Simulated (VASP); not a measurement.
Here is a VASP 6.6.1 calculation.

File INCAR:

```
ALGO     = Normal         # electronic algorithm
EDIFF    = 1E-6           # SCF threshold, eV
ENCUT    = 520            # plane-wave cutoff, eV
GGA      = PE             # functional
ISIF     = 2              # what is computed and relaxed
ISMEAR   = -1             # smearing method
LASPH    = T              # aspherical terms in the spheres
LCHARG   = F              # write CHGCAR
LREAL    = F              # projectors in reciprocal space
LWAVE    = F              # write WAVECAR
NBANDS   = 12             # bands
NELM     = 60             # most SCF steps
PREC     = Accurate       # precision mode
SIGMA    = 0.1            # smearing width, eV
```

KPOINTS

```
k-points
0
Gamma
  11 11 11
```

Contents of POSCAR:

```
AlFe
1.0
    3.0750604533      0.0000000000      0.0000000000
    0.0000000000      3.0750604533      0.0000000000
    0.0000000000      0.0000000000      3.0750604533
Al Fe
1 1
Direct
    0.0000000000      0.0000000000      0.0000000000
    0.5000000000      0.5000000000      0.5000000000
```

Potentials or basis: VASP PAW PBE potentials, release 64 (Al, Fe).

Launch:

```console
$ cat potpaw_PBE.64/Al/POTCAR potpaw_PBE.64/Fe/POTCAR > POTCAR
$ mpirun -np 1 vasp_std > vasp.out
```

**Question.** Estimate the pressure.

**Answer.** -23.6 GPa.

 Spin polarisation is off, so any magnetic state and its effect on volume and gap are missing.
